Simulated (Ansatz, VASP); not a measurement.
## Two plane-wave programs on CoSn2

File INCAR:

```
PREC = Accurate
ENCUT = 520
EDIFF = 1E-6
ISMEAR = 0
SIGMA = 0.1
LREAL = F
LASPH = T
NELM = 100
ALGO = Fast
ISIF = 2
LWAVE = F
LCHARG = F
GGA = PS
NBANDS = 46
```

File KPOINTS:

```
Automatic mesh
0
Gamma
  6 6 6
```

File POSCAR:

```
CoSn2
1.0
   -3.1825000000      3.1825000000      2.7285000000
    3.1825000000     -3.1825000000      2.7285000000
    3.1825000000      3.1825000000     -2.7285000000
Co Sn
2 4
Direct
    0.2500000000      0.2500000000      0.0000000000
    0.7500000000      0.7500000000      0.0000000000
    0.6580000000      0.1580000000      0.8160000000
    0.1580000000      0.3420000000      0.5000000000
    0.3420000000      0.8420000000      0.1840000000
    0.8420000000      0.6580000000      0.5000000000
```

Input for Ansatz:

```yaml
crystal:
  lattice:
    - [-3.1825, 3.1825, 2.7285]
    - [3.1825, -3.1825, 2.7285]
    - [3.1825, 3.1825, -2.7285]
  atoms:
    - { symbol: Co, position: [0.25, 0.25, 0.0] }
    - { symbol: Co, position: [0.75, 0.75, 0.0] }
    - { symbol: Sn, position: [0.658, 0.158, 0.816] }
    - { symbol: Sn, position: [0.158, 0.342, 0.5] }
    - { symbol: Sn, position: [0.342, 0.842, 0.184] }
    - { symbol: Sn, position: [0.842, 0.658, 0.5] }
basis:
  ecutwfc: 420
kpoints:
  mp_grid: { grid: [6, 6, 6] }
hamiltonian:
  xc: pbesol
scf:
  occupations: { method: gaussian, width: 0.1 }
output:
  forces: true
  stress: true
  eigenvalues: true
```

Alike in both runs: task single point; functional PBEsol; k mesh 6 × 6 × 6; occupations gaussian, width 0.1 eV; no spin polarisation.

|  | VASP | Ansatz |
| --- | --- | --- |
| version | VASP 6.6.1 | Ansatz 0.2.0 |
| potentials or method | VASP PAW PBE potentials, release 64 (Co, Sn_d), cutoff 520 eV | scalar-relativistic, plane waves, PAW |
| valence electrons in the cell | 74 | 90 |

Ansatz gave:

```
gap on the k mesh at the Fermi level (eV) : none
pressure (GPa)                            : -4.1
rms of the force components (eV/Å)        : 0.400
```

Q: What did VASP give for the same quantities?

A: gap on the k mesh at the Fermi level (eV): none; pressure (GPa): -4.2; rms of the force components (eV/Å): 0.402.

VASP's potentials were made for PBE, not for PBEsol. Atom by atom the forces differ by 0.002 eV/Å (rms over components). A gap of «none» marks a metal or a gap that the smearing closes. VASP's potentials hold 74 valence electrons a cell and Ansatz's 90, so a difference there can come from the potentials and not from the codes.
